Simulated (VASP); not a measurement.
Write the native input for VASP 6.6.1 that does the following.

| Quantity | Value |
| --- | --- |
| Task | single point |
| Functional | PBEsol |
| Potentials or basis | VASP PAW PBE potentials, release 64 (Zn) |
| Cutoff | 520 eV |
| k mesh | 22 × 22 × 22 |
| Occupations | gaussian, width 0.15 eV |
| Spin | no spin polarisation |
| Dipole correction | no |
| Further INCAR settings | ALGO = Fast; EDIFF = 1e-06; NBANDS = 12 |

The structure of Zn lies in POSCAR:

```
Zn
1.0
    0.0000000000      2.2681682089      1.4743093358
    2.2681682089      0.0000000000      1.4743093358
    2.2681682089      2.2681682089      0.0000000000
Zn
1
Direct
    0.0000000000      0.0000000000      0.0000000000
```

This cell differs from its parent crystal: ratio of the length along z to the lengths across it x 0.65, volume and fractional coordinates fixed.

The input as run:

INCAR

```
SYSTEM = Zn
PREC = Accurate ; ENCUT = 520
EDIFF = 1E-6 ; ISMEAR = 0
SIGMA = 0.15 ; LREAL = .False.
LASPH = .True. ; NELM = 80
ALGO = Fast ; ISIF = 2
LWAVE = .False. ; LCHARG = .True.
GGA = PS ; LELF = .True.
LVHAR = .True. ; NBANDS = 12
```

KPOINTS

```
regular mesh
0
Gamma
  22 22 22
  0 0 0
```

Potentials or basis: VASP PAW PBE potentials, release 64 (Zn).

The run is started by

```bash
$ cat potpaw_PBE.64/Zn/POTCAR > POTCAR
$ mpirun -np 1 vasp_std > vasp.out
```

Results of the run:

```json
{"Pressure": "-3.9 GPa", "Band gap on the k mesh": "zero (bands 6 and 7 overlap by 5.08 eV)"}
```

Caveat: the cell stands under tension; the PAW data sets were made with another functional, which shifts forces and pressure a little.

Run time: 110 s on 1 thread of AMD EPYC 7R13 Processor (Zen 3), on a shared host, peak memory 0.21 GiB.
